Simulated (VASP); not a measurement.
# Ta (Im-3m) in VASP: further runs

Ta is run at these levels: r2SCAN; tasks: single point, relaxation of cell and atoms.

Everything below comes from runs of VASP 6.6.1. Logs are shortened: lines on timing, memory, paths and dates and some standing lists are left out, and cuts for length are marked.

## Step 1: The cell of the first run

The structure is cubic, space group Im-3m (No. 229). The conventional cell has a = 3.302 Å, b = 3.302 Å, c = 3.302 Å, α = 90.00°, β = 90.00°, γ = 90.00°. Within 3.8 Å of Ta (site symmetry m-3m) lie 14 Ta at 2.86 to 3.30 Å.

## Step 2: Single point, r2SCAN

POSCAR reads:

```
Ta
1.0
   -1.6508528744      1.6508528744      1.6508528744
    1.6508528744     -1.6508528744      1.6508528744
    1.6508528744      1.6508528744     -1.6508528744
Ta
1
Direct
    0.0000000000      0.0000000000      0.0000000000
```

INCAR.step1 reads:

```
  ALGO = Normal
  EDIFF = 1E-4
  ENCUT = 520
  GGA = PE
  ISMEAR = 1
  LASPH = T
  LCHARG = F
  LREAL = F
  LWAVE = T
  NBANDS = 12
  NELM = 80
  PREC = Accurate
  SIGMA = 0.0905
```

INCAR.step2 reads:

```
  ALGO = Normal
  EDIFF = 1E-6
  ENCUT = 520
  ISIF = 2
  ISMEAR = 1
  ISTART = 1
  LASPH = T
  LCHARG = F
  LMIXTAU = T
  LREAL = F
  LWAVE = F
  METAGGA = R2SCAN
  NBANDS = 12
  NELM = 80
  PREC = Accurate
  SIGMA = 0.0905
```

KPOINTS reads:

```
k-points
0
Gamma
  11 11 11
```

Potentials or basis: VASP PAW PBE potentials, release 64 (Ta_pv).

Command:

```
cat potpaw_PBE.64/Ta_pv/POTCAR > POTCAR
cp INCAR.step1 INCAR
mpirun -np 1 vasp_std > vasp.out
cp INCAR.step2 INCAR
mpirun -np 1 vasp_std > vasp.out
```

OUTCAR:

```text
EDIFF = 1E-6
   ENCUT = 520
   ISIF = 2
   ISMEAR = 1
   ISTART = 1
   LASPH = T
   LREAL = F
   METAGGA = R2SCAN
   NELM = 80
   PREC = Accurate

 ion  position               nearest neighbor table
   1  0.000  0.000  0.000-

  LATTYP: Found a body centered cubic cell.
 ALAT       =     3.3017057488

  Lattice vectors:

 A1 = (  -1.6508528744,   1.6508528744,   1.6508528744)
 A2 = (   1.6508528744,  -1.6508528744,   1.6508528744)
 A3 = (   1.6508528744,   1.6508528744,  -1.6508528744)

Analysis of symmetry for initial positions (statically):
=====================================================================
 Subroutine PRICEL returns:
 Original cell was already a primitive cell.

 Routine SETGRP: Setting up the symmetry group for a
 body centered cubic supercell.

 Subroutine GETGRP returns: Found 48 space group operations
 (whereof 48 operations were pure point group operations)
 out of a pool of 48 trial point group operations.

The static configuration has the point symmetry O_h .

Analysis of symmetry for dynamics (positions and initial velocities):
=====================================================================
 Subroutine PRICEL returns:
 Original cell was already a primitive cell.

 Routine SETGRP: Setting up the symmetry group for a
 body centered cubic supercell.

 Subroutine GETGRP returns: Found 48 space group operations
 (whereof 48 operations were pure point group operations)
 out of a pool of 48 trial point group operations.

The dynamic configuration has the point symmetry O_h .

 Subroutine INISYM returns: Found 48 space group operations
 (whereof 48 operations are pure point group operations),
 and found     1 'primitive' translations

----------------------------------------------------------------------------------------

                                     Primitive cell

  volume of cell :      17.9964

  direct lattice vectors                    reciprocal lattice vectors
    -1.650852874  1.650852874  1.650852874     0.000000000  0.302873750  0.302873750
     1.650852874 -1.650852874  1.650852874     0.302873750  0.000000000  0.302873750
     1.650852874  1.650852874 -1.650852874     0.302873750  0.302873750  0.000000000

  length of vectors
     2.859361054  2.859361054  2.859361054     0.428328164  0.428328164  0.428328164

  position of ions in fractional coordinates (direct lattice)
     0.000000000  0.000000000  0.000000000

  ion indices of the primitive-cell ions
   primitive index   ion index
                 1           1

----------------------------------------------------------------------------------------

 KPOINTS: k-points

Automatic generation of k-mesh.
 Grid dimensions read from file:
 generate k-points for:   11   11   11

 Generating k-lattice:

  Cartesian coordinates                     Fractional coordinates (reciprocal lattice)
     0.000000000  0.027533977  0.027533977     0.090909091  0.000000000  0.000000000
     0.027533977  0.000000000  0.027533977     0.000000000  0.090909091  0.000000000
     0.027533977  0.027533977  0.000000000     0.000000000  0.000000000  0.090909091

  Length of vectors
     0.038938924  0.038938924  0.038938924

  Shift w.r.t. Gamma in fractional coordinates (k-lattice)
     0.000000000  0.000000000  0.000000000

 Subroutine IBZKPT returns following result:
 ===========================================

 Found     56 irreducible k-points:

 Following reciprocal coordinates:
            Coordinates               Weight
  0.000000  0.000000  0.000000      1.000000
  0.090909  0.000000  0.000000     12.000000
  0.181818  0.000000  0.000000     12.000000
  0.272727  0.000000  0.000000     12.000000
  0.363636  0.000000  0.000000     12.000000
  0.454545  0.000000  0.000000     12.000000
[... 16 lines left out ...]
  0.272727  0.181818  0.090909     48.000000
  0.363636  0.181818  0.090909     24.000000
 [... further k-points ...]
   k-points           NKPTS =     56   k-points in BZ     NKDIM =     56   number of bands    NBANDS=     12
   number of dos      NEDOS =    301   number of ions     NIONS =      1
   total plane-waves  NPLWV =  13824
   dimension x,y,z NGX =    24 NGY =   24 NGZ =   24
   dimension x,y,z NGXF=    48 NGYF=   48 NGZF=   48
   ions per type =               1
   NGX,Y,Z   is equivalent  to a cutoff of  13.95, 13.95, 13.95 a.u.
   NGXF,Y,Z  is equivalent  to a cutoff of  27.91, 27.91, 27.91 a.u.
 SYSTEM =  unknown system
   PREC   = accura    normal or accurate (medium, high low for compatibility)
   ISTART =      1    job   : 0-new  1-cont  2-samecut
   ICHARG =      0    charge: 1-file 2-atom 10-const
   ISPIN  =      1    spin polarized calculation?
   LNONCOLLINEAR =      F non collinear calculations
   LSORBIT =      F    spin-orbit coupling
   LASPH  =      T    aspherical Exc in radial PAW
   ENCUT  =  520.0 eV  38.22 Ry    6.18 a.u.   5.32  5.32  5.32*2*pi/ulx,y,z
   NELM   =     80;   NELMIN=  2; NELMDL=  0     # of ELM steps
   EDIFF  = 0.1E-05   stopping-criterion for ELM
   LREAL  =      F    real-space projection
   EDIFFG = 0.1E-04   stopping-criterion for IOM
   NSW    =      0    number of steps for IOM
   IBRION =     -1    ionic relax: 0-MD 1-quasi-New 2-CG
   NFREE  =      0    steps in history (QN), initial steepest desc. (CG)
   ISIF   =      2    stress and relaxation
   ISYM   =      2    0-nonsym 1-usesym 2-fastsym
   POTIM  = 0.5000    time-step for ionic-motion
   TEBEG  =    0.0;   TEEND  =   0.0 temperature during run
   PSTRESS=    0.0 pullay stress
   NELECT =      11.0000    total number of electrons
   NUPDOWN=      -1.0000    fix difference up-down
   EMIN   =  10.00;   EMAX   =-10.00  energy-range for DOS
   EFERMI =   0.00;   METHOD = LEGACY
   ISMEAR =     1;   SIGMA  =   0.09  broadening in eV -4-tet -1-fermi 0-gaus
   EFERMI_NEDOS =   21; number of points for ismear=-14 and -15
   IALGO  =     38    algorithm
   IMIX   =      4    mixing-type and parameters
     AMIX     =   0.40;   BMIX     =  1.00
     AMIX_MAG =   1.60;   BMIX_MAG =  1.00
  volume/ion in A,a.u.               =      18.00       121.45
  Fermi-wavevector in a.u.,A,eV,Ry     =   1.389347  2.625485 26.263119  1.930285
  Thomas-Fermi vector in A             =   2.513386
   LORBIT       =      0    0 simple, 1 ext, 2 COOP (PROOUT), +10 PAW based schemes
   METAGGA = R2SCAN    functional components
   LHFCALC =     F    Hartree Fock is set to
   AEXX    =    0.0000 exact exchange contribution
   IVDW    =     0    specifies the selected vdW correction
   LEPSILON=     F    determine dielectric tensor
   LRPA    =     F    only Hartree local field effects (RPA)
 non-spin polarized calculation
 Methfessel and Paxton  Order N= 1 SIGMA  =   0.09
  energy-cutoff  :      520.00
  volume of cell :       18.00
 maximum number of plane-waves:       494
 NGX is ok and might be reduce to    24
   NGX = 11   NGY = 11   NGZ = 11

 number of electron      11.0000002 magnetization

 Free energy of the ion-electron system (eV)
  ---------------------------------------------------
  ext. energy  EPLUGINS =         0.00000000
  ---------------------------------------------------
  free energy    TOTEN  =       -48.58029997 eV

  energy without entropy =      -48.57986413  energy(sigma->0) =      -48.58015469

 E-fermi :   5.2925     XC(G=0): -13.7755

 val. band max:        5.2449413317   @ k =   0.3636   0.1818   0.0909
 cond. band min:       5.2929272814   @ k =  -0.4545   0.4545   0.1818
 fundamental gap:      0.0479859497
 Fermi energy:         5.2925472097

 k-point     1 :       0.0000    0.0000    0.0000
  band No.  band energies     occupation
      1     -28.8818      2.00000
      2     -28.8818      2.00000
      3     -28.8818      2.00000
      4      -3.0010      2.00000
      5       6.1760     -0.00000
      6       6.1760     -0.00000
      7       6.1760     -0.00000
      8       9.6659      0.00000
      9       9.6659      0.00000
     10      17.4608      0.00000
     11      21.1134      0.00000
     12      21.1134      0.00000

 k-point     2 :       0.0909    0.0000    0.0000
  band No.  band energies     occupation
      1     -28.9887      2.00000
      2     -28.9143      2.00000
      3     -28.8824      2.00000
      4      -2.6189      2.00000
      5       5.9276     -0.00000
      6       6.0855     -0.00000
      7       6.5499     -0.00000
      8       9.2972      0.00000
      9       9.6661      0.00000
     10      17.4606      0.00000
     11      21.4392      0.00000
     12      21.7852      0.00000

 k-point     3 :       0.1818    0.0000    0.0000
  band No.  band energies     occupation
      1     -29.2674      2.00000
      2     -29.0006      2.00000
      3     -28.8841      2.00000
      4      -1.5831      2.00000
      5       5.3268      0.40730
      6       5.6678     -0.00000
      7       7.6396      0.00000
      8       8.9190      0.00000
      9       9.7189      0.00000
     10      17.4605      0.00000
     11      21.8493      0.00000
     12      23.5370      0.00000
[... 286 lines left out ...]
 k-point    23 :       0.2727    0.1818    0.0909
  band No.  band energies     occupation
      1     -29.9002      2.00000
      2     -29.3616      2.00000
      3     -29.0765      2.00000
      4       2.3382      2.00000
      5       3.7379      2.00000
      6       4.6145      2.00000
      7      10.0003      0.00000
      8      10.5917      0.00000
      9      14.8534      0.00000
     10      16.4123      0.00000
     11      17.4696      0.00000
     12      19.9921      0.00000

 k-point    24 :       0.3636    0.1818    0.0909
  band No.  band energies     occupation
      1     -29.9034      2.00000
      2     -29.4438      2.00000
      3     -29.0849      2.00000
      4       2.3715      2.00000
      5       3.6738      2.00000
      6       5.2449      1.76812
      7      10.0991      0.00000
      8      10.6935      0.00000
      9      15.1205      0.00000
     10      15.8227      0.00000
     11      17.4652      0.00000
     12      19.3325      0.00000

 [... further k-points ...]
[... 5 lines left out ...]
  --------------------------------------------------------------------------------------
  -------------------------------------------------------------------------------------
  Total        0.0716059      0.0716059      0.0716059     -0.0000000      0.0000000      0.0000000
  in kB        6.3749127      6.3749127      6.3749127     -0.0000000      0.0000000      0.0000000
  external PRESSURE =       6.3749127 kB  Pullay stress =       0.0000000 kB

 VOLUME and BASIS-vectors are now :
 -----------------------------------------------------------------------------
  energy-cutoff  :      520.00
  volume of cell :       18.00
      direct lattice vectors                 reciprocal lattice vectors
    -1.650852874  1.650852874  1.650852874     0.000000000  0.302873750  0.302873750
     1.650852874 -1.650852874  1.650852874     0.302873750  0.000000000  0.302873750
     1.650852874  1.650852874 -1.650852874     0.302873750  0.302873750  0.000000000

 POSITION                                       TOTAL-FORCE (eV/Angst)
 -----------------------------------------------------------------------------------
      0.00000      0.00000      0.00000         0.000000      0.000000     -0.000000
 -----------------------------------------------------------------------------------
    total drift:                                0.000000      0.000000     -0.000000

  FREE ENERGIE OF THE ION-ELECTRON SYSTEM (eV)
  ---------------------------------------------------
  free  energy   TOTEN  =       -48.5802999673 eV

  energy  without entropy=      -48.5798641280  energy(sigma->0) =      -48.58015469
```

It took 29 s on 1 thread of Intel Xeon Platinum 8259CL at 2.50GHz (Skylake/Cascade Lake), shared host; peak memory 0.15 GiB.

Results:

```
Free energy : -48.5803 eV
Pressure    : 0.6 GPa
```

Caveat: the PAW data sets were made with another functional, which shifts forces and pressure a little; spin-orbit coupling is left out, which moves the levels of the heavy elements.

## Step 3: Relaxation of cell and atoms, r2SCAN

This run uses another cell than the first one, of 18.71 Å³/atom, 1.040 times its volume.

POSCAR reads:

```
Ta
1.0
   -1.6724900000      1.6724900000      1.6724900000
    1.6724900000     -1.6724900000      1.6724900000
    1.6724900000      1.6724900000     -1.6724900000
Ta
1
Direct
    0.0000000000      0.0000000000      0.0000000000
```

INCAR.step1 reads:

```
SYSTEM = Ta
PREC = Accurate
ENCUT = 600
ISMEAR = 1
SIGMA = 0.0905
LREAL = .False.
LASPH = .True.
NELM = 100
GGA = PE
ALGO = Normal
EDIFF = 1E-4
LWAVE = .True.
LCHARG = .False.
```

INCAR.step2 reads:

```
SYSTEM = Ta
PREC = Accurate
ENCUT = 600
EDIFF = 1E-6
ISMEAR = 1
SIGMA = 0.0905
LREAL = .False.
LASPH = .True.
NELM = 100
ALGO = Normal
ISIF = 3
LWAVE = .False.
LCHARG = .False.
METAGGA = R2SCAN
LMIXTAU = .True.
IBRION = 2
NSW = 60
EDIFFG = -0.01
ISTART = 1
```

KPOINTS reads:

```
regular mesh
0
Gamma
  11 11 11
  0 0 0
```

Potentials or basis: VASP PAW PBE potentials, release 64 (Ta_pv).

Command:

```
cat potpaw_PBE.64/Ta_pv/POTCAR > POTCAR
cp INCAR.step1 INCAR
mpirun -np 1 vasp_std > vasp.out
cp INCAR.step2 INCAR
mpirun -np 1 vasp_std > vasp.out
```

It took 78 s on 1 thread of Intel Xeon Platinum 8259CL at 2.50GHz (Skylake/Cascade Lake), shared host; peak memory 0.16 GiB.

It converged, with:

* Free energy: -48.5810 eV
* Relaxed volume: 18.06 Å³/atom
* Relaxed cell: a = 2.863 Å, b = 2.863 Å, c = 2.863 Å, α = 109.47°, β = 109.47°, γ = 109.47°
* Space group after relaxing (to 0.05 Å): Im-3m (No. 229)
* Energy gained by relaxing: 14.2 meV/atom
* Ionic steps: 3
* Pressure after relaxing: -0.1 GPa

The path:
| step | energy change (eV) | largest force (eV/Å) | pressure (GPa) | volume (Å³) |
| --- | --- | --- | --- | --- |
| 1 | 0.0000 | 0.0000 | -6.68 | 18.71 |
| 2 | 0.0591 | 0.0000 | 18.72 | 16.68 |
| 3 | -0.0142 | 0.0000 | -0.06 | 18.06 |

Final structure:
```yaml
crystal:
  lattice:
    - [-1.65269, 1.65269, 1.65269]
    - [1.65269, -1.65269, 1.65269]
    - [1.65269, 1.65269, -1.65269]
  atoms:
    - { symbol: Ta, position: [0.00000, 0.00000, 0.00000] }
```

Levels at points of the mesh, in eV from the Fermi level:
```
           k point  band 2  band 3  band 4  band 5  band 6  band 7  band 8  band 9
(0.00, 0.00, 0.00)  -34.19  -34.19   -8.28    0.89    0.89    0.89    4.36    4.36
```

Caveat: the PAW data sets were made with another functional, which shifts forces and pressure a little; spin-orbit coupling is left out, which moves the levels of the heavy elements.
